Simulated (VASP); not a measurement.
A run of VASP 6.6.1 is set up as follows.

INCAR

```
SYSTEM = ZrSi4Pd
PREC = Accurate
ENCUT = 600
EDIFF = 1E-6
ISMEAR = 0
SIGMA = 0.1
LREAL = .FALSE.
LASPH = .TRUE.
NELM = 60
ALGO = Normal
ISIF = 3
LWAVE = .FALSE.
LCHARG = .FALSE.
GGA = PE
IBRION = 2
NSW = 100
EDIFFG = -0.01
```

The input KPOINTS:

```
Automatic mesh
0
G
  10 10 10
  0 0 0
```

Contents of POSCAR:

```
ZrSi4Pd
1.0
    0.0000000000      3.5592225597      3.5592225597
    3.5592225597      0.0000000000      3.5592225597
    3.5592225597      3.5592225597      0.0000000000
Zr Si Pd
1 4 1
Direct
    0.2500000000      0.2500000000      0.2500000000
    0.6264839235      0.1205482295      0.6264839235
    0.6264839235      0.6264839235      0.6264839235
    0.1205482295      0.6264839235      0.6264839235
    0.6264839235      0.6264839235      0.1205482295
    0.0000000000      0.0000000000      0.0000000000
```

Potentials or basis: VASP PAW PBE potentials, release 64 (Zr_sv, Si, Pd).

The run is started by

```bash
$ cat potpaw_PBE.64/Zr_sv/POTCAR potpaw_PBE.64/Si/POTCAR potpaw_PBE.64/Pd/POTCAR > POTCAR
$ mpirun -np 1 vasp_std > vasp.out
```

(1) What does it give for the relaxed volume?

(2) What does it give for the band gap on the k mesh?

(3) Predict the space group after relaxing (to 0.05 Å).

(4) Predict the relaxed cell.

## Answers

(1) 15.10 Å³/atom.

(2) zero (band 19 reaches 11.21 eV, above the bottom of band 20 at 9.94 eV).

(3) F-43m (No. 216).

(4) a = 5.041 Å, b = 5.041 Å, c = 5.041 Å, α = 60.00°, β = 60.00°, γ = 60.00°.
